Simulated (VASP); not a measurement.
# NaTiPt2 (P4/mmm) in VASP: a series of runs, part 2 of 2

VASP 6.6.1. Earlier steps stand in the parts before.

## (4) Single point, PBE

This run uses another cell than the first one, of 17.47 Å³/atom.

Contents of INCAR:

```
ALGO = Normal ; EDIFF = 1E-6
ENCUT = 500 ; GGA = PE
GGA_COMPAT = False ; ISIF = 2
ISMEAR = 0 ; LASPH = True
LCHARG = True ; LELF = True
LREAL = False ; LVHAR = True
LWAVE = False ; NBANDS = 28
NELM = 120 ; PREC = Accurate
SIGMA = 0.1
```

Contents of KPOINTS:

```
k-points
0
Gamma
  4 4 6
```

Contents of POSCAR:

```
NaTiPt2
1.0
    5.0743853565      0.0000000000      0.0000000000
    0.0000000000      5.0743853565      0.0000000000
    0.0000000000      0.0000000000      2.7140985587
Na Ti Pt
1 1 2
Direct
    0.0000000000      0.0000000000      0.5000000000
    0.5000000000      0.5000000000      0.0000000000
    0.0000000000      0.5000000000      0.5000000000
    0.5000000000      0.0000000000      0.5000000000
```

Started as:

```sh
> cat potpaw_PBE.64/Na_pv/POTCAR potpaw_PBE.64/Ti_sv/POTCAR potpaw_PBE.64/Pt/POTCAR > POTCAR
> mpirun -np 1 vasp_std > vasp.out
```

Wall time 21 s (1 thread of AMD EPYC 9R45 (Zen 5), shared host); peak memory 0.17 GiB.

It converged, with:

* Free energy: -22.0371 eV
* Pressure: 0.1 GPa
* Band gap on the k mesh: zero (an odd number of electrons rules out a gap without spin polarisation)

Stress tensor (GPa, compression positive):
```
 0.19  0.00  0.00
 0.00  0.19  0.00
 0.00  0.00 -0.08
```

Levels at points of the mesh, in eV from the Fermi level:
```
           k point  band 17  band 18  band 19  band 20  band 21  band 22  band 23  band 24
(0.00, 0.00, 0.00)    -0.86    -0.36    -0.36    -0.31     0.34     0.34     1.72     2.74
(0.50, 0.00, 0.00)    -0.75    -0.73    -0.39    -0.39     0.11     1.15     2.21     2.73
(0.50, 0.50, 0.00)    -0.81    -0.81    -0.61    -0.51    -0.35    -0.25     0.08     2.09
(0.00, 0.00, 0.50)    -0.93    -0.84    -0.83    -0.15     0.25     1.08     3.59     3.96
(0.50, 0.00, 0.50)    -1.32    -0.10    -0.05     1.38     1.83     2.09     2.85     3.30
(0.50, 0.50, 0.50)    -0.56     1.61     1.81     1.89     1.89     1.97     1.97     2.49
```

Caveat: the k points lie up to 0.39 Å⁻¹ apart, too coarse for converged energies and pressures of a metal; spin-orbit coupling is left out, which moves the levels of the heavy elements.

## (5) Relaxation of cell and atoms, PBE

This run uses another cell than the first one, of 20.26 Å³/atom.

Contents of INCAR:

```
  PREC = Accurate
  ENCUT = 500
  EDIFF = 1E-7
  ISMEAR = 0
  SIGMA = 0.1
  LREAL = F
  LASPH = T
  NELM = 120
  ALGO = Normal
  ISIF = 3
  LWAVE = F
  LCHARG = F
  GGA = PE
  IBRION = 2
  NSW = 90
  EDIFFG = -0.04
  GGA_COMPAT = F
  NELMIN = 4
```

Contents of KPOINTS:

```
Automatic mesh
0
Gamma
  4 4 4
```

Contents of POSCAR:

```
NaTiPt2
1.0
    4.5175000700      0.0000000000      0.0000000000
    0.0000000000      4.5175000700      0.0000000000
    0.0000000000      0.0000000000      3.9709526100
Na Ti Pt
1 1 2
Direct
    0.0000000000      0.0000000000      0.5000000000
    0.5000000000      0.5000000000      0.0000000000
    0.0000000000      0.5000000000      0.5000000000
    0.5000000000      0.0000000000      0.5000000000
```

Potentials or basis: VASP PAW PBE potentials, release 64 (Na_pv, Ti_sv, Pt).

Started as:

```sh
> cat potpaw_PBE.64/Na_pv/POTCAR potpaw_PBE.64/Ti_sv/POTCAR potpaw_PBE.64/Pt/POTCAR > POTCAR
> mpirun -np 1 vasp_std > vasp.out
```

OUTCAR:

```text
PREC = Accurate
   ENCUT = 500
   EDIFF = 1E-7
   ISMEAR = 0
   LREAL = F
   LASPH = T
   NELM = 120
   ISIF = 3
   GGA = PE
   IBRION = 2
   NSW = 90
   EDIFFG = -0.04
   NELMIN = 4

 ion  position               nearest neighbor table
   1  0.000  0.000  0.500-   3 2.26   4 2.26   3 2.26   4 2.26
   2  0.500  0.500  0.000-   3 3.01   4 3.01   3 3.01   4 3.01   4 3.01   4 3.01   3 3.01   3 3.01

   3  0.000  0.500  0.500-   1 2.26   1 2.26   2 3.01   2 3.01   2 3.01   2 3.01   4 3.19   4 3.19
                             4 3.19   4 3.19
   4  0.500  0.000  0.500-   1 2.26   1 2.26   2 3.01   2 3.01   2 3.01   2 3.01   3 3.19   3 3.19
                             3 3.19   3 3.19

  LATTYP: Found a simple tetragonal cell.
 ALAT       =     4.5175000700
 C/A-ratio  =     0.8790155060

  Lattice vectors:

 A1 = (   4.5175000700,   0.0000000000,   0.0000000000)
 A2 = (   0.0000000000,   4.5175000700,   0.0000000000)
 A3 = (   0.0000000000,   0.0000000000,   3.9709526100)

Analysis of symmetry for initial positions (statically):
=====================================================================
 Subroutine PRICEL returns:
 Original cell was already a primitive cell.

 Routine SETGRP: Setting up the symmetry group for a
 simple tetragonal supercell.

 Subroutine GETGRP returns: Found 16 space group operations
 (whereof 16 operations were pure point group operations)
 out of a pool of 16 trial point group operations.

The static configuration has the point symmetry D_4h.

Analysis of symmetry for dynamics (positions and initial velocities):
=====================================================================
 Subroutine PRICEL returns:
 Original cell was already a primitive cell.

 Routine SETGRP: Setting up the symmetry group for a
 simple tetragonal supercell.

 Subroutine GETGRP returns: Found 16 space group operations
[... 121 lines left out ...]
  volume/ion in A,a.u.               =      20.26       136.72
  Fermi-wavevector in a.u.,A,eV,Ry     =   1.282919  2.424366 22.393585  1.645882
  Thomas-Fermi vector in A             =   2.415203
   LORBIT       =      0    0 simple, 1 ext, 2 COOP (PROOUT), +10 PAW based schemes
   GGA     = PE    functional components
   LHFCALC =     F    Hartree Fock is set to
   AEXX    =    0.0000 exact exchange contribution
   IVDW    =     0    specifies the selected vdW correction
   LEPSILON=     F    determine dielectric tensor
   LRPA    =     F    only Hartree local field effects (RPA)
 conjugate gradient relaxation of ions
 non-spin polarized calculation
 Gauss-broadening in eV      SIGMA  =   0.10
  energy-cutoff  :      500.00
  volume of cell :       81.04
 maximum number of plane-waves:      2064
 NGX is ok and might be reduce to    36
   NGX = 17   NGY = 17   NGZ = 15

--------------------------------------- Ionic step        1  -------------------------------------------

 number of electron      38.9999993 magnetization

 Free energy of the ion-electron system (eV)
  ---------------------------------------------------
  ext. energy  EPLUGINS =         0.00000000
  ---------------------------------------------------
  free energy    TOTEN  =       -18.05998129 eV

  energy without entropy =      -18.03093380  energy(sigma->0) =      -18.04545754

------------------------ aborting loop because EDIFF is reached ----------------------------------------

  FORCE on cell =-STRESS in cart. coord.  units (eV):
  Direction    XX          YY          ZZ          XY          YZ          ZX
  --------------------------------------------------------------------------------------
  -------------------------------------------------------------------------------------
  Total        6.8605387      6.8605387    -10.4993151      0.0000000      0.0000000      0.0000000
  in kB      135.6368712    135.6368712   -207.5776130      0.0000000      0.0000000      0.0000000
  external PRESSURE =      21.2320431 kB  Pullay stress =       0.0000000 kB
[... 95 lines left out ...]
  FREE ENERGIE OF THE ION-ELECTRON SYSTEM (eV)
  ---------------------------------------------------
  free  energy   TOTEN  =       -21.3851018638 eV

  energy  without entropy=      -21.3670329812  energy(sigma->0) =      -21.37606742

[... ionic steps 4 to 9 ...]

--------------------------------------- Ionic step       10  -------------------------------------------

 number of electron      39.0000012 magnetization

------------------------ aborting loop because EDIFF is reached ----------------------------------------
[... 71 lines left out ...]
--------------------------------------- Ionic step       12  -------------------------------------------

 number of electron      39.0000004 magnetization

 Free energy of the ion-electron system (eV)
  ---------------------------------------------------
  ext. energy  EPLUGINS =         0.00000000
  ---------------------------------------------------
  free energy    TOTEN  =       -22.12468700 eV

  energy without entropy =      -22.11124098  energy(sigma->0) =      -22.11796399

 E-fermi :   6.8689     XC(G=0): -11.3016

 val. band max:        6.8229074186   @ k =   0.5000   0.0000   0.0000
 cond. band min:       6.8991449646   @ k =   0.5000   0.2500   0.2500
 fundamental gap:      0.0762375461
 Fermi energy:         6.8689394777

 k-point     1 :       0.0000    0.0000    0.0000
  band No.  band energies     occupation
      1     -50.5172      2.00000
      2     -26.8171      2.00000
      3     -26.8171      2.00000
      4     -26.2023      2.00000
      5     -16.3648      2.00000
      6     -16.3648      2.00000
[... 488 lines left out ...]
  FREE ENERGIE OF THE ION-ELECTRON SYSTEM (eV)
  ---------------------------------------------------
  free  energy   TOTEN  =       -22.1246869986 eV

  energy  without entropy=      -22.1112409850  energy(sigma->0) =      -22.11796399

 reached required accuracy - stopping structural energy minimisation
```

CONTCAR:

```text
NaTiPt2
   1.00000000000000
     5.0934967138224057    0.0000000000000000    0.0000000000000000
     0.0000000000000000    5.0934967138224057   -0.0000000000000000
     0.0000000000000000    0.0000000000000000    2.6913753684077300
  Na              Ti              Pt
     1     1     2
Direct
     0.0000000000000000    0.0000000000000000    0.5000000000000000
     0.5000000000000000    0.5000000000000000    0.0000000000000000
     0.0000000000000000    0.5000000000000000    0.5000000000000000
     0.5000000000000000    0.0000000000000000    0.5000000000000000

  0.00000000E+00  0.00000000E+00  0.00000000E+00
  0.00000000E+00  0.00000000E+00  0.00000000E+00
  0.00000000E+00  0.00000000E+00  0.00000000E+00
  0.00000000E+00  0.00000000E+00  0.00000000E+00
```

It took 5.3 min on 1 thread of AMD EPYC 9R45 (Zen 5), shared host; peak memory 0.19 GiB.

What came out:

```yaml
Free_energy: -22.1247 eV
Relaxed_volume: 17.46 Å³/atom
Relaxed_cell: a = 5.093 Å, b = 5.093 Å, c = 2.691 Å, α = 90.00°, β = 90.00°, γ = 90.00°
Space_group_after_relaxing_to_0.1_Å: P4/mmm (No. 123)
Pressure_after_relaxing: 0.1 GPa
```

Stress tensor (GPa, compression positive):
```
0.16 0.00 0.00
0.00 0.16 0.00
0.00 0.00 0.03
```

Final structure:
```xyz
4
Lattice="5.0935 0.0000 0.0000 0.0000 5.0935 0.0000 0.0000 0.0000 2.6914" Properties=species:S:1:pos:R:3 pbc="T T T"
Na    0.0000    0.0000    1.3457
Ti    2.5467    2.5467    0.0000
Pt    0.0000    2.5467    1.3457
Pt    2.5467    0.0000    1.3457
```

Caveat: the k points lie up to 0.58 Å⁻¹ apart in the final cell; the highest band is partly filled, so the run has too few bands; a cell axis changed by over 15 % at a fixed basis, so the end point is rough; spin-orbit coupling is left out, which moves the levels of the heavy elements.

## (6) Relaxation of cell and atoms, PBE

Contents of INCAR:

```
ALGO = Normal ; EDIFF = 1E-7
EDIFFG = -0.04 ; ENCUT = 500
GGA = PE ; GGA_COMPAT = F
IBRION = 2 ; ISIF = 3
ISMEAR = 0 ; LASPH = T
LCHARG = F ; LREAL = F
LWAVE = F ; NELM = 120
NELMIN = 4 ; NSW = 90
PREC = Accurate ; SIGMA = 0.1
```

Contents of KPOINTS:

```
k-points
0
Gamma
  4 4 6
```

Contents of POSCAR:

```
NaTiPt2
1.0
    5.1007840766      0.0000000000      0.0000000000
    0.0000000000      5.1007840766      0.0000000000
    0.0000000000      0.0000000000      2.6916658933
Na Ti Pt
1 1 2
Direct
    0.0000000000      0.0000000000      0.5000000000
    0.5000000000      0.5000000000      0.0000000000
    0.0000000000      0.5000000000      0.5000000000
    0.5000000000      0.0000000000      0.5000000000
```

Potentials or basis: VASP PAW PBE potentials, release 64 (Na_pv, Ti_sv, Pt).

Started as:

```sh
> cat potpaw_PBE.64/Na_pv/POTCAR potpaw_PBE.64/Ti_sv/POTCAR potpaw_PBE.64/Pt/POTCAR > POTCAR
> mpirun -np 1 vasp_std > vasp.out
```

It took 66 s on 1 thread of AMD EPYC 9R45 (Zen 5), shared host; peak memory 0.18 GiB.

It converged, with:

```yaml
Free_energy: -22.0372 eV
Relaxed_volume: 17.46 Å³/atom
Relaxed_cell: a = 5.074 Å, b = 5.074 Å, c = 2.712 Å, α = 90.00°, β = 90.00°, γ = 90.00°
Space_group_after_relaxing_to_0.1_Å: P4/mmm (No. 123)
Energy_gained_by_relaxing: 1.2 meV/atom
Ionic_steps: 4
Pressure_after_relaxing: 0.2 GPa
Band_gap_on_the_k_mesh: zero (an odd number of electrons rules out a gap without spin polarisation)
```

Stress tensor (GPa, compression positive):
```
0.23 0.00 0.00
0.00 0.23 0.00
0.00 0.00 0.15
```

Step by step:
```csv
step,energy change (eV),largest force (eV/Å),pressure (GPa),volume (Å³)
1,0.0000,0.0000,0.18,70.03
2,-0.0043,0.0000,-0.49,70.23
3,-0.0048,0.0000,-0.34,70.18
4,-0.0050,0.0000,0.20,69.83
```

Final structure:
```xyz
4
Lattice="5.0744 0.0000 0.0000 0.0000 5.0744 0.0000 0.0000 0.0000 2.7121" Properties=species:S:1:pos:R:3 pbc="T T T"
Na    0.0000    0.0000    1.3560
Ti    2.5372    2.5372    0.0000
Pt    0.0000    2.5372    1.3560
Pt    2.5372    0.0000    1.3560
```

Levels at points of the mesh, in eV from the Fermi level:
| k point | band 18 | band 19 | band 20 | band 21 | band 22 | band 23 |
| --- | --- | --- | --- | --- | --- | --- |
| (0.00, 0.00, 0.00) | -0.35 | -0.35 | -0.31 | 0.33 | 0.33 | 1.73 |
| (0.50, 0.00, 0.00) | -0.73 | -0.39 | -0.39 | 0.11 | 1.15 | 2.22 |
| (0.50, 0.50, 0.00) | -0.82 | -0.60 | -0.50 | -0.35 | -0.24 | 0.08 |
| (0.00, 0.00, 0.50) | -0.84 | -0.83 | -0.15 | 0.25 | 1.08 | 3.60 |
| (0.50, 0.00, 0.50) | -0.10 | -0.05 | 1.39 | 1.83 | 2.09 | 2.86 |
| (0.50, 0.50, 0.50) | 1.61 | 1.82 | 1.90 | 1.90 | 1.97 | 1.97 |

Caveat: the k points lie up to 0.39 Å⁻¹ apart in the final cell, too coarse for converged energies and pressures of a metal; the highest band is partly filled, so the run has too few bands; spin-orbit coupling is left out, which moves the levels of the heavy elements.

## (7) Summary

```csv
task,cell,k mesh,gap on the mesh (eV),pressure (GPa),relaxed volume (Å³/atom)
single point,"a = 5.101, b = 5.101, c = 2.692 Å, 4 atoms",4 × 4 × 4,none,-0.1,-
single point,"a = 4.518, b = 4.518, c = 3.971 Å, 4 atoms",4 × 4 × 4,none,2.1,-
single point,"a = 5.074, b = 5.074, c = 2.714 Å, 4 atoms",4 × 4 × 6,none,0.1,-
relaxation of cell and atoms,"relaxed from a = 4.518, b = 4.518, c = 3.971 Å, 4 atoms",4 × 4 × 4,-,0.1,17.46
relaxation of cell and atoms,"relaxed from a = 5.101, b = 5.101, c = 2.692 Å, 4 atoms",4 × 4 × 6,none,0.2,17.46
```

Alike in all rows: level PBE; potentials or basis VASP PAW PBE potentials, release 64 (Na_pv, Ti_sv, Pt); no spin polarisation; cutoff (eV) 500; smearing gaussian 0.1 eV.

Caveats: all runs use coarse meshes; spin-orbit coupling is left out, which moves the levels of the heavy elements; the highest band is partly filled, so the run has too few bands (at least some runs); a cell axis changed by over 15 % at a fixed basis, so the end point is rough (at least some runs).

Total energies depend on the potentials used, so only differences within one code and one set of settings carry meaning.

The gap in the log of VASP goes by the Fermi energy; the results here count the filled bands.